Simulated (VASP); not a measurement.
# BiPt (P6_3/mmc) in VASP: further runs, part 2 of 2

VASP 6.6.1. Earlier steps stand in the parts before.

**4. Electric field gradients, LDA (equal xx and yy strain of +1 %)**

Contents of INCAR:

```
SYSTEM = BiPt
ALGO     = Normal         ! electronic algorithm
EDIFF    = 1E-8           ! SCF threshold, eV
ENCUT    = 520            ! plane-wave cutoff, eV
ISIF     = 2              ! what is computed and relaxed
ISMEAR   = -1             ! smearing method
LASPH    = .True.         ! aspherical terms in the spheres
LCHARG   = .False.        ! write CHGCAR
LEFG     = .True.       
LREAL    = .False.        ! projectors in reciprocal space
LWAVE    = .False.        ! write WAVECAR
NBANDS   = 33             ! bands
NELM     = 60             ! most SCF steps
PREC     = Accurate       ! precision mode
SIGMA    = 0.05           ! smearing width, eV
```

Contents of KPOINTS:

```
k-points
0
Gamma
  9 9 6
  0 0 0
```

Contents of POSCAR:

```
BiPt
1.0
    4.3581501674      0.0000000000      0.0000000000
   -2.1790750837      3.7742687584      0.0000000000
    0.0000000000      0.0000000000      5.4900000000
Bi Pt
2 2
Direct
    0.3333333333      0.6666666667      0.2500000000
    0.6666666667      0.3333333333      0.7500000000
    0.0000000000      0.0000000000      0.0000000000
    0.0000000000      0.0000000000      0.5000000000
```

Potentials or basis: VASP PAW LDA potentials, release 64 (Bi_d, Pt).

Launch:

```console
$ cat potpaw_LDA.64/Bi_d/POTCAR potpaw_LDA.64/Pt/POTCAR > POTCAR
$ mpirun -np 1 vasp_std > vasp.out
```

OUTCAR:

```text
SYSTEM = BiPt
   EDIFF = 1E-8
   ENCUT = 520
   ISIF = 2
   ISMEAR = -1
   LASPH = .True.
   LREAL = .False.
   NELM = 60
   PREC = Accurate

 ion  position               nearest neighbor table
   1  0.333  0.667  0.250-   3 2.87   4 2.87   3 2.87   4 2.87   3 2.87   4 2.87   2 3.72   2 3.72
                             2 3.72   2 3.72   2 3.72   2 3.72
   2  0.667  0.333  0.750-   3 2.87   4 2.87   3 2.87   4 2.87   3 2.87   4 2.87   1 3.72   1 3.72
                             1 3.72   1 3.72   1 3.72   1 3.72
   3  0.000  0.000  0.000-   4 2.75   4 2.75   1 2.87   2 2.87   1 2.87   2 2.87   2 2.87   1 2.87

   4  0.000  0.000  0.500-   3 2.75   3 2.75   1 2.87   2 2.87   1 2.87   2 2.87   2 2.87   1 2.87

  LATTYP: Found a hexagonal cell.
 ALAT       =     4.3581501674
 C/A-ratio  =     1.2597087730

[... 1096 lines left out ...]
   1      -8.348    -8.346    16.694     0.002     0.000     0.000
   2      -8.348    -8.346    16.694     0.002     0.000     0.000
   3      86.785    86.786  -173.571     0.000    -0.000     0.000
   4      86.785    86.786  -173.571     0.000     0.000    -0.000
---------------------------------------------------------------------

 Electric field gradients after diagonalization (V/A^2)
 (convention: |V_zz| > |V_xx| > |V_yy|)
----------------------------------------------------------------------
 ion       V_xx      V_yy      V_zz     asymmetry (V_yy - V_xx)/ V_zz
----------------------------------------------------------------------
   1      -8.349    -8.345    16.694       0.000
   2      -8.349    -8.345    16.694       0.000
   3      86.786    86.785  -173.571       0.000
   4      86.786    86.785  -173.571       0.000
----------------------------------------------------------------------

           NMR quadrupolar parameters

 Cq : quadrupolar parameter    Cq=e*Q*V_zz/h
 eta: asymmetry parameters     (V_yy - V_xx)/ V_zz
 Q  : nuclear electric quadrupole moment in mb (millibarn)
----------------------------------------------------------------------
 ion       Cq(MHz)       eta       Q (mb)
----------------------------------------------------------------------
   1       0.040       0.000       1.000
   2       0.040       0.000       1.000
   3      -0.420       0.000       1.000
   4      -0.420       0.000       1.000
----------------------------------------------------------------------
```

OSZICAR:

```text
N       E                     dE             d eps       ncg     rms          rms(c)
DAV:   1     0.538131413504E+03    0.53813E+03   -0.25123E+04  3184   0.182E+03
DAV:   2     0.304751388279E+02   -0.50766E+03   -0.48529E+03  3225   0.493E+02
DAV:   3    -0.235483533045E+02   -0.54023E+02   -0.51555E+02  3726   0.163E+02
DAV:   4    -0.256171880878E+02   -0.20688E+01   -0.20556E+01  3654   0.332E+01
DAV:   5    -0.257075244425E+02   -0.90336E-01   -0.90320E-01  4603   0.679E+00    0.102E+01
DAV:   6    -0.253225877747E+02    0.38494E+00   -0.91799E-01  3566   0.628E+00    0.529E+00
DAV:   7    -0.252251724209E+02    0.97415E-01   -0.13917E-01  3970   0.332E+00    0.236E+00
DAV:   8    -0.252042107607E+02    0.20962E-01   -0.71732E-02  3778   0.160E+00    0.406E-01
DAV:   9    -0.252034170781E+02    0.79368E-03   -0.74460E-03  4165   0.905E-01    0.115E-01
DAV:  10    -0.252032376044E+02    0.17947E-03   -0.62488E-04  4096   0.282E-01    0.340E-02
DAV:  11    -0.252032394172E+02   -0.18128E-05   -0.47152E-05  3921   0.448E-02    0.569E-03
DAV:  12    -0.252032393369E+02    0.80297E-07   -0.41763E-06  4105   0.163E-02    0.288E-03
DAV:  13    -0.252032394442E+02   -0.10728E-06   -0.32340E-07  4076   0.485E-03    0.130E-03
DAV:  14    -0.252032394381E+02    0.60418E-08   -0.30393E-08  3052   0.165E-03
   1 F= -.25203239E+02 E0= -.25193364E+02  d E =-.197508E-01
```

Run time: 2.9 min. Hardware: 1 thread of AMD EPYC 7R13, shared host; peak memory 0.22 GiB.

Results:

* Free energy: -25.2032 eV
* Pressure: -2.3 GPa
* Band gap on the k mesh: zero (band 25 reaches 11.40 eV, above the bottom of band 26 at 7.51 eV)

Levels at points of the mesh, in eV from the Fermi level:
| k point | band 23 | band 24 | band 25 | band 26 | band 27 | band 28 |
| --- | --- | --- | --- | --- | --- | --- |
| (0.00, 0.00, 0.00) | 0.26 | 0.26 | 1.11 | 1.77 | 2.29 | 2.85 |
| (0.00, 0.00, 0.50) | -1.67 | -1.67 | 2.42 | 2.42 | 2.42 | 2.42 |

Electric field gradients, principal values (V/Å²):
| atom | least | middle | greatest (by size) |
| --- | --- | --- | --- |
| 1 Bi | -8.345 | -8.349 | 16.694 |
| 2 Bi | -8.345 | -8.349 | 16.694 |
| 3 Pt | 86.785 | 86.786 | -173.571 |
| 4 Pt | 86.785 | 86.786 | -173.571 |

Caveat: the cell differs from its parent crystal (equal xx and yy strain of +1 %); without QUAD_EFG the Cq values of the log hold for a quadrupole moment of 1 mb, not for the nuclei; spin-orbit coupling is left out, which moves the levels of the heavy elements.

**5. Electric field gradients, LDA (volume scaled by 1.06)**

Contents of INCAR:

```
SYSTEM = BiPt
PREC = Accurate ; ENCUT = 520
EDIFF = 1E-8 ; ISMEAR = -1
SIGMA = 0.05 ; LREAL = .False.
LASPH = .True. ; NELM = 100
ALGO = Normal ; ISIF = 2
LWAVE = .False. ; LCHARG = .False.
LEFG = .True. ; NBANDS = 33
```

Contents of KPOINTS:

```
regular mesh
0
Gamma
  9 9 6
  0 0 0
```

Contents of POSCAR:

```
BiPt
1.0
    4.3996294977      0.0000000000      0.0000000000
   -2.1998147489      3.8101909122      0.0000000000
    0.0000000000      0.0000000000      5.5976743951
Bi Pt
2 2
Direct
    0.3333333333      0.6666666667      0.2500000000
    0.6666666667      0.3333333333      0.7500000000
    0.0000000000      0.0000000000      0.0000000000
    0.0000000000      0.0000000000      0.5000000000
```

Potentials or basis: VASP PAW LDA potentials, release 64 (Bi_d, Pt).

Launch:

```console
$ cat potpaw_LDA.64/Bi_d/POTCAR potpaw_LDA.64/Pt/POTCAR > POTCAR
$ mpirun -np 1 vasp_std > vasp.out
```

OUTCAR:

```text
SYSTEM = BiPt
   PREC = Accurate
   ENCUT = 520
   EDIFF = 1E-8
   ISMEAR = -1
   LREAL = .False.
   LASPH = .True.
   NELM = 100
   ISIF = 2

 ion  position               nearest neighbor table
   1  0.333  0.667  0.250-   3 2.90   4 2.90   3 2.90   4 2.90   3 2.90   4 2.90   2 3.78   2 3.78
                             2 3.78   2 3.78   2 3.78   2 3.78
   2  0.667  0.333  0.750-   3 2.90   4 2.90   3 2.90   4 2.90   3 2.90   4 2.90   1 3.78   1 3.78
                             1 3.78   1 3.78   1 3.78   1 3.78
   3  0.000  0.000  0.000-   4 2.80   4 2.80   1 2.90   2 2.90   1 2.90   2 2.90   2 2.90   1 2.90

   4  0.000  0.000  0.500-   3 2.80   3 2.80   1 2.90   2 2.90   1 2.90   2 2.90   2 2.90   1 2.90

  LATTYP: Found a hexagonal cell.
 ALAT       =     4.3996294977
 C/A-ratio  =     1.2723058608

  Lattice vectors:

 A1 = (   4.3996294977,   0.0000000000,   0.0000000000)
 A2 = (  -2.1998147489,   3.8101909122,   0.0000000000)
 A3 = (   0.0000000000,   0.0000000000,   5.5976743951)

Analysis of symmetry for initial positions (statically):
=====================================================================
 Subroutine PRICEL returns:
 Original cell was already a primitive cell.

 Routine SETGRP: Setting up the symmetry group for a
 hexagonal supercell.

 Subroutine GETGRP returns: Found 24 space group operations
 (whereof 12 operations were pure point group operations)
 out of a pool of 24 trial point group operations.

The static configuration has the point symmetry D_3d.
 The point group associated with its full space group is D_6h.

Analysis of symmetry for dynamics (positions and initial velocities):
[... 1038 lines left out ...]

  FORCE on cell =-STRESS in cart. coord.  units (eV):
  Direction    XX          YY          ZZ          XY          YZ          ZX
  --------------------------------------------------------------------------------------
  -------------------------------------------------------------------------------------
  Total       -3.5107870     -3.5107870     -4.4948807      0.0000000      0.0000000     -0.0000000
  in kB      -59.9438445    -59.9438445    -76.7464460      0.0000000      0.0000000     -0.0000000
  external PRESSURE =     -65.5447116 kB  Pullay stress =       0.0000000 kB

 VOLUME and BASIS-vectors are now :
 -----------------------------------------------------------------------------
  energy-cutoff  :      520.00
  volume of cell :       93.84
      direct lattice vectors                 reciprocal lattice vectors
     4.399629498  0.000000000  0.000000000     0.227291866  0.131227020  0.000000000
    -2.199814749  3.810190912  0.000000000     0.000000000  0.262454041  0.000000000
     0.000000000  0.000000000  5.597674395     0.000000000  0.000000000  0.178645618

 POSITION                                       TOTAL-FORCE (eV/Angst)
 -----------------------------------------------------------------------------------
     -0.00000      2.54013      1.39942         0.000000      0.000000     -0.000000
      2.19981      1.27006      4.19826        -0.000000     -0.000000      0.000000
      0.00000      0.00000      0.00000         0.000000      0.000000     -0.000000
      0.00000      0.00000      2.79884         0.000000      0.000000     -0.000000
 -----------------------------------------------------------------------------------
    total drift:                               -0.000000      0.000000      0.000000

  FREE ENERGIE OF THE ION-ELECTRON SYSTEM (eV)
  ---------------------------------------------------
  free  energy   TOTEN  =       -25.1020957574 eV

  energy  without entropy=      -25.0809258406  energy(sigma->0) =      -25.09151080

 Electric field gradients (V/A^2)
---------------------------------------------------------------------
 ion       V_xx      V_yy      V_zz      V_xy      V_xz      V_yz
---------------------------------------------------------------------
   1      -1.352    -1.351     2.703     0.001     0.000     0.000
   2      -1.352    -1.351     2.703     0.001    -0.000    -0.000
   3      75.430    75.430  -150.860     0.000    -0.000     0.000
   4      75.430    75.430  -150.860     0.000     0.000    -0.000
---------------------------------------------------------------------

 Electric field gradients after diagonalization (V/A^2)
 (convention: |V_zz| > |V_xx| > |V_yy|)
----------------------------------------------------------------------
 ion       V_xx      V_yy      V_zz     asymmetry (V_yy - V_xx)/ V_zz
----------------------------------------------------------------------
   1      -1.353    -1.350     2.703       0.001
   2      -1.353    -1.350     2.703       0.001
   3      75.430    75.430  -150.860       0.000
   4      75.430    75.430  -150.860       0.000
----------------------------------------------------------------------

           NMR quadrupolar parameters

 Cq : quadrupolar parameter    Cq=e*Q*V_zz/h
 eta: asymmetry parameters     (V_yy - V_xx)/ V_zz
 Q  : nuclear electric quadrupole moment in mb (millibarn)
----------------------------------------------------------------------
 ion       Cq(MHz)       eta       Q (mb)
----------------------------------------------------------------------
   1       0.007       0.001       1.000
   2       0.007       0.001       1.000
   3      -0.365       0.000       1.000
   4      -0.365       0.000       1.000
----------------------------------------------------------------------
```

Wall time 93 s (1 thread of Intel Xeon Platinum 8375C at 2.90GHz (Ice Lake), shared host); peak memory 0.27 GiB.

What came out:

- Free energy: -25.1021 eV
- Pressure: -6.6 GPa
- Band gap on the k mesh: zero (band 25 reaches 10.75 eV, above the bottom of band 26 at 7.03 eV)

Levels at points of the mesh, in eV from the Fermi level:
```
           k point  band 21  band 22  band 23  band 24  band 25  band 26  band 27  band 28  band 29  band 30
(0.00, 0.00, 0.00)    -1.56    -1.56     0.32     0.32     0.96     1.54     2.36     2.74     3.32     3.32
(0.00, 0.00, 0.50)    -2.86    -2.86    -1.69    -1.69     2.35     2.35     2.35     2.35     4.54     4.54
```

Electric field gradients, principal values (V/Å²):
```csv
atom,least,middle,greatest (by size)
1 Bi,-1.350,-1.353,2.703
2 Bi,-1.350,-1.353,2.703
3 Pt,75.430,75.430,-150.860
4 Pt,75.430,75.430,-150.860
```

Caveat: without QUAD_EFG the Cq values of the log hold for a quadrupole moment of 1 mb, not for the nuclei; spin-orbit coupling is left out, which moves the levels of the heavy elements.

**6. Summary**

| cell | gap on the mesh (eV) | pressure (GPa) |
| --- | --- | --- |
| a = 4.272, b = 4.272, c = 5.490 Å, angles 90.0, 90.0, 120.0°, 4 atoms | none | 2.8 |
| a = 4.358, b = 4.358, c = 5.490 Å, angles 90.0, 90.0, 120.0°, 4 atoms | none | -2.3 |
| a = 4.400, b = 4.400, c = 5.598 Å, angles 90.0, 90.0, 120.0°, 4 atoms | none | -6.6 |

Alike in all rows: task electric field gradients; level LDA; potentials or basis VASP PAW LDA potentials, release 64 (Bi_d, Pt); no spin polarisation; k mesh 9 × 9 × 6; cutoff (eV) 520; smearing fermi-dirac 0.05 eV.

Caveats: spin-orbit coupling is left out, which moves the levels of the heavy elements.

Absolute energies hang on the potentials; compare differences alone.
